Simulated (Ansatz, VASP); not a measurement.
One calculation of TaC, two programs

```
CELL_PARAMETERS angstrom
0.00000 2.25087 2.25087
2.25087 0.00000 2.25087
2.25087 2.25087 0.00000
ATOMIC_POSITIONS crystal
Ta 0.00000 0.00000 0.00000
C 0.50000 0.50000 0.50000
```

Alike in both runs: task relaxation of cell and atoms; functional PBEsol; k mesh 8 × 8 × 8; occupations gaussian, width 0.1 eV; no spin polarisation.

|  | VASP | Ansatz |
| --- | --- | --- |
| version | VASP 6.6.1 | Ansatz 0.2.0 |
| potentials or method | VASP PAW PBE potentials, release 64 (Ta_pv, C), cutoff 600 eV | scalar-relativistic, plane waves, PAW |
| valence electrons in the cell | 15 | 17 |

|  | VASP | Ansatz | Ansatz less VASP |
| --- | --- | --- | --- |
| gap on the k mesh at the Fermi level, each at its own relaxed structure (eV) | none | none | - |
| relaxed volume (Å³/atom) | 10.98 | 10.94 | -0.035 |
| relaxed cell length with the largest relative difference (Å) | 3.143 | 3.140 | -0.0033 |

VASP's potentials were made for PBE, not for PBEsol. A gap of «none» marks a metal or a gap that the smearing closes. VASP's potentials hold 15 valence electrons a cell and Ansatz's 17, so a difference there can come from the potentials and not from the codes.

Spin-orbit coupling is off throughout.
